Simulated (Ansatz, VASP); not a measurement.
# One calculation of SnO2, two programs

File INCAR:

```
PREC     = Accurate       # precision mode
ENCUT    = 520            # plane-wave cutoff, eV
EDIFF    = 1E-7           # SCF threshold, eV
ISMEAR   = -1             # smearing method
SIGMA    = 0.05           # smearing width, eV
LREAL    = False          # projectors in reciprocal space
LASPH    = True           # aspherical terms in the spheres
NELM     = 150            # most SCF steps
ALGO     = Normal         # electronic algorithm
ISIF     = 2              # what is computed and relaxed
LWAVE    = False          # write WAVECAR
LCHARG   = False          # write CHGCAR
MAGMOM   = 0 0 0 0 0 0 0 0 0 # initial moments
LORBIT   = 11             # projections on sites
LSORBIT  = True           # spin-orbit coupling
GGA_COMPAT= False        
LORBMOM  = True         
GGA      = PE             # functional
NBANDS   = 39             # bands
```

KPOINTS

```
regular mesh
0
Gamma
  7 7 7
```

File POSCAR:

```
SnO2
1.0
    0.0000000000      2.5741500000      2.5741500000
    2.5741500000      0.0000000000      2.5741500000
    2.5741500000      2.5741500000      0.0000000000
Sn O
1 2
Direct
    0.0000000000      0.0000000000      0.0000000000
    0.7500000000      0.7500000000      0.7500000000
    0.2500000000      0.2500000000      0.2500000000
```

input.yaml

```yaml
crystal:
  lattice:
    - [0.0, 2.57415, 2.57415]
    - [2.57415, 0.0, 2.57415]
    - [2.57415, 2.57415, 0.0]
  atoms:
    - { symbol: Sn, position: [0.0, 0.0, 0.0] }
    - { symbol: O, position: [0.75, 0.75, 0.75] }
    - { symbol: O, position: [0.25, 0.25, 0.25] }
hamiltonian:
  xc: pbe
  pseudopotentials: { kind: paw_fr }
magnetization:
  noncollinear: true
  spin_orbit: true
kpoints:
  mp_grid: { grid: [7, 7, 7] }
  band_path:
    path:
      - [[0.0, 0.0, 0.0], [0.5, 0.0, 0.5], [0.5, 0.25, 0.75], [0.375, 0.375, 0.75], [0.0, 0.0, 0.0], [0.5, 0.5, 0.5], [0.625, 0.25, 0.625], [0.5, 0.25, 0.75], [0.5, 0.5, 0.5], [0.375, 0.375, 0.75]]
      - [[0.625, 0.25, 0.625], [0.5, 0.0, 0.5]]
    npoints: 14
scf:
  occupations: { method: fermi_dirac, width: 0.05 }
  n_extra_bands: 7
output:
  forces: true
  stress: true
  eigenvalues: true
  fatbands: true
  write_density: true
  write_potential: true
  elf: true
  volumetric_format: npy
```

Alike in both runs: functional PBE; k mesh 7 × 7 × 7; occupations fermi-dirac, width 0.05 eV; non-collinear spin, spin-orbit coupling.

```csv
,VASP,Ansatz
version,VASP 6.6.1,Ansatz 0.2.0
potentials or method,"VASP PAW PBE potentials, release 64 (Sn_d, O)",Ansatz PAW
plane-wave cutoff (eV),520,420
valence electrons in the cell,26,26
task,single point,band structure
```

```csv
,VASP,Ansatz,Ansatz less VASP
pressure (GPa),0.2,-0.4,-0.55
net moment per atom (μB),0.00,0.00,0.000
```

With one functional, cell and mesh, what is left measures potentials, basis and numerics.
